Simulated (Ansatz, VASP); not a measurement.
# WS2: VASP beside Ansatz

```xyz
9
Lattice="3.1460 0.0000 0.0000 -1.5730 2.7245 0.0000 0.0000 0.0000 28.3645" Properties=species:S:1:pos:R:3 pbc="T T T"
W     1.5730    0.9082   18.7138
W     0.0000    1.8163   25.0688
W     0.0000    1.8163   12.3558
S     1.5730    0.9082   26.6353
S     1.5730    0.9082   13.9234
S     0.0000    1.8163   20.2814
S     1.5730    0.9082   23.5012
S     1.5730    0.9082   10.7894
S     0.0000    1.8163   17.1463
```

Alike in both runs: functional PBEsol; k mesh 12 × 12 × 1; occupations gaussian, width 0.02 eV; no spin polarisation.

Ansatz relaxed the structure, and its values are those at the end. VASP's run is a single point on that final structure, the one shown.

|  | VASP | Ansatz |
| --- | --- | --- |
| version | VASP 6.6.1 | Ansatz 0.2.0 |
| potentials or method | VASP PAW PBE potentials, release 64 (W_sv, S), cutoff 520 eV | scalar-relativistic, plane waves, PAW |
| valence electrons in the cell | 78 | 78 |

VASP gave:

| Item | Value |
| --- | --- |
| gap on the k mesh at the Fermi level (eV) | 1.35 |
| least direct gap on the mesh (eV) | 1.89 |
| rms of the force components (eV/Å) | 0.012 |

**Question.** What did Ansatz give for the same quantities?

**Answer.** gap on the k mesh at the Fermi level (eV): 1.33; least direct gap on the mesh (eV): 1.89; rms of the force components (eV/Å): 0.002.

VASP's potentials were made for PBE, not for PBEsol.

Spin-orbit coupling is off throughout.
